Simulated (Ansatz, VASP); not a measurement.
## Ga in VASP and in Ansatz

```xyz
2
Lattice="1.4500 -4.0650 0.0000 1.4500 4.0650 0.0000 0.0000 0.0000 3.1700" Properties=species:S:1:pos:R:3 pbc="T T T"
Ga    1.4539   -3.0402    0.7854
Ga    1.4494    2.8768    2.3709
```

Alike in both runs: functional PBEsol; k mesh 8 × 8 × 7; occupations fermi-dirac, width 0.05 eV; no spin polarisation.

Ansatz relaxed the structure, and its values are those at the end. VASP's run is a single point on that final structure, the one shown.

|  | VASP | Ansatz |
| --- | --- | --- |
| version | VASP 6.6.1 | Ansatz 0.2.0 |
| potentials or method | VASP PAW PBE potentials, release 64 (Ga_d), cutoff 520 eV | all-electron LAPW, scalar-relativistic |

```csv
,VASP,Ansatz,Ansatz less VASP
pressure (GPa),-2.0,-1.9,+0.05
```

VASP's potentials were made for PBE, not for PBEsol. Ansatz ran all-electron here, and VASP with PAW potentials.
